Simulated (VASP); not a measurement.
# Rb2Cu (P6/mmm) in VASP: further runs, part 2 of 2

VASP 6.6.1. Earlier steps stand in the parts before.

## 3. Relaxation of cell and atoms, PBE

This run uses another cell than the first one, of 28.81 Å³/atom.

The input, INCAR:

```
SYSTEM = Rb2Cu
PREC     = Accurate       ! precision mode
ENCUT    = 600            ! plane-wave cutoff, eV
EDIFF    = 1E-6           ! SCF threshold, eV
ISMEAR   = 0              ! smearing method
SIGMA    = 0.1            ! smearing width, eV
LREAL    = .False.        ! projectors in reciprocal space
LASPH    = .True.         ! aspherical terms in the spheres
NELM     = 80             ! most SCF steps
ALGO     = Normal         ! electronic algorithm
ISIF     = 3              ! what is computed and relaxed
LWAVE    = .False.        ! write WAVECAR
LCHARG   = .False.        ! write CHGCAR
GGA      = PE             ! functional
IBRION   = 2              ! ionic algorithm
NSW      = 90             ! ionic steps
EDIFFG   = -0.04          ! ionic threshold
```

The input, KPOINTS:

```
Automatic mesh
0
Gamma
  6 6 4
  0 0 0
```

The input, POSCAR:

```
Rb2Cu
1.0
    4.4155060200      0.0000000000      0.0000000000
   -2.2077530100      3.8239403900      0.0000000000
    0.0000000000      0.0000000000      5.1185896800
Rb Cu
2 1
Direct
    0.3333333300      0.6666666700      0.5000000000
    0.6666666700      0.3333333300      0.5000000000
    0.0000000000      0.0000000000      0.0000000000
```

Potentials or basis: VASP PAW PBE potentials, release 64 (Rb_sv, Cu).

Launch:

```
$ cat potpaw_PBE.64/Rb_sv/POTCAR potpaw_PBE.64/Cu/POTCAR > POTCAR
$ mpirun -np 1 vasp_std > vasp.out
```

OUTCAR:

```text
SYSTEM = Rb2Cu
   PREC = Accurate
   ENCUT = 600
   EDIFF = 1E-6
   ISMEAR = 0
   LREAL = .False.
   LASPH = .True.
   NELM = 80
   ISIF = 3
   GGA = PE
   IBRION = 2
   NSW = 90
   EDIFFG = -0.04

 ion  position               nearest neighbor table
   1  0.333  0.667  0.500-   2 2.55   2 2.55   2 2.55   3 3.61   3 3.61   3 3.61   3 3.61   3 3.61
                             3 3.61   2 5.10   2 5.10   2 5.10   2 5.72   2 5.72   2 5.72   2 5.72
   2  0.667  0.333  0.500-   1 2.55   1 2.55   1 2.55   3 3.61   3 3.61   3 3.61   3 3.61   3 3.61
                             3 3.61   1 5.10   1 5.10   1 5.10   1 5.72   1 5.72   1 5.72   1 5.72
   3  0.000  0.000  0.000-   1 3.61   2 3.61   1 3.61   2 3.61   2 3.61   2 3.61   1 3.61   1 3.61
                             2 3.61   2 3.61   1 3.61   1 3.61

 -----------------------------------------------------------------------------
|                                                                             |
|           W    W    AA    RRRRR   N    N  II  N    N   GGGG   !!!           |
|           W    W   A  A   R    R  NN   N  II  NN   N  G    G  !!!           |
[... 309 lines left out ...]

------------------------ aborting loop because EDIFF is reached ----------------------------------------
[... 69 lines left out ...]
--------------------------------------- Ionic step       12  -------------------------------------------

 number of electron      28.9999946 magnetization

 Free energy of the ion-electron system (eV)
  ---------------------------------------------------
  ext. energy  EPLUGINS =         0.00000000
  ---------------------------------------------------
  free energy    TOTEN  =        -4.01695973 eV

  energy without entropy =       -4.01013901  energy(sigma->0) =       -4.01354937

 E-fermi :   1.2884     XC(G=0):  -7.1054

 val. band max:        1.1573745026   @ k =   0.3333   0.1667   0.2500
 cond. band min:       1.3103364868   @ k =   0.3333  -0.0000   0.2500
 fundamental gap:      0.1529619841
 Fermi energy:         1.2883743874

 k-point     1 :       0.0000    0.0000    0.0000
  band No.  band energies     occupation
      1     -27.7804      2.00000
      2     -27.6406      2.00000
      3     -12.1697      2.00000
      4     -12.1697      2.00000
      5     -11.7125      2.00000
      6     -11.5400      2.00000
[... 460 lines left out ...]
  FREE ENERGIE OF THE ION-ELECTRON SYSTEM (eV)
  ---------------------------------------------------
  free  energy   TOTEN  =        -4.0169597298 eV

  energy  without entropy=       -4.0101390081  energy(sigma->0) =       -4.01354937

 reached required accuracy - stopping structural energy minimisation
```

Run time: 5.2 min. Hardware: 1 thread of AMD EPYC 7R13 (Zen 3), shared host; peak memory 0.21 GiB.

What came out:

| Item | Value |
| --- | --- |
| Free energy | -4.0170 eV |
| Relaxed volume | 45.91 Å³/atom |
| Relaxed cell | a = 6.173 Å, b = 6.173 Å, c = 4.173 Å, α = 90.00°, β = 90.00°, γ = 120.00° |
| Space group after relaxing (to 0.1 Å) | P6/mmm (No. 191) |
| Energy gained by relaxing | 1289.9 meV/atom |
| Ionic steps | 12 |
| Pressure after relaxing | 0.0 GPa |
| Band gap on the k mesh | zero (an odd number of electrons rules out a gap without spin polarisation) |

Step by step:
```tsv
step	energy change (eV)	largest force (eV/Å)	pressure (GPa)	volume (Å³)
1	0.0000	0.0000	17.51	86.43
2	-3.3276	0.0000	1.06	129.42
3	-3.5297	0.0000	0.26	139.95
4	-3.7014	0.0000	-0.68	161.96
5	-3.7050	0.0000	-0.71	164.61
6	-3.7057	0.0000	-0.78	166.37
7	-3.7759	0.0000	-0.71	160.06
8	-3.8412	0.0000	-0.56	151.45
9	-3.8116	0.0000	0.03	134.24
10	-3.8588	0.0000	-0.38	144.77
11	-3.8681	0.0000	-0.12	140.24
12	-3.8698	0.0000	-0.01	137.72
```

Final structure:
```xyz
3
Lattice="6.1730 0.0000 0.0000 -3.0865 5.3459 0.0000 0.0000 0.0000 4.1732" Properties=species:S:1:pos:R:3 pbc="T T T"
Rb    0.0000    3.5640    2.0866
Rb    3.0865    1.7820    2.0866
Cu    6.1730    0.0000    0.0000
```

Levels at points of the mesh, in eV from the Fermi level:
```
           k point  band 11  band 12  band 13  band 14  band 15  band 16  band 17  band 18
(0.00, 0.00, 0.00)    -1.73    -1.73    -1.64    -1.64     1.19     1.19     1.48     2.74
(0.50, 0.00, 0.00)    -1.71    -1.69    -1.64    -1.64    -1.02     1.09     1.36     3.09
(0.00, 0.00, 0.50)    -1.75    -1.74    -1.74    -1.17    -0.42     1.95     1.95     2.30
(0.50, 0.00, 0.50)    -1.73    -1.71    -1.70    -1.19     0.66     0.77     0.84     2.08
```

Caveat: the volume moved by over 15 % at a fixed basis, so the end points are rough.

The gap in the log of VASP goes by the Fermi energy; the results here count the filled bands.